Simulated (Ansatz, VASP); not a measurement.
## Two plane-wave programs on CaS

```
CELL_PARAMETERS angstrom
0.00000 2.85237 2.85237
2.85237 0.00000 2.85237
2.85237 2.85237 0.00000
ATOMIC_POSITIONS crystal
Ca 0.00000 0.00000 0.00000
S 0.50000 0.50000 0.50000
```

Alike in both runs: task single point; functional PBE; k mesh 2 × 2 × 2; occupations gaussian, width 0.1 eV; non-collinear spin, spin-orbit coupling.

```csv
,VASP,Ansatz
version,VASP 6.6.1,Ansatz 0.2.0
potentials or method,"VASP PAW PBE potentials, release 64 (Ca_sv, S)","plane waves, PAW"
plane-wave cutoff (eV),500,420
valence electrons in the cell,16,16
```

Ansatz gave:

- pressure (GPa): 3.3

Estimate VASP's values.

pressure (GPa): 3.4.

The functional is the same, so the differences come from potentials, cutoffs and numerics.

The k mesh is coarse, so the values compare programs but aren't converged.
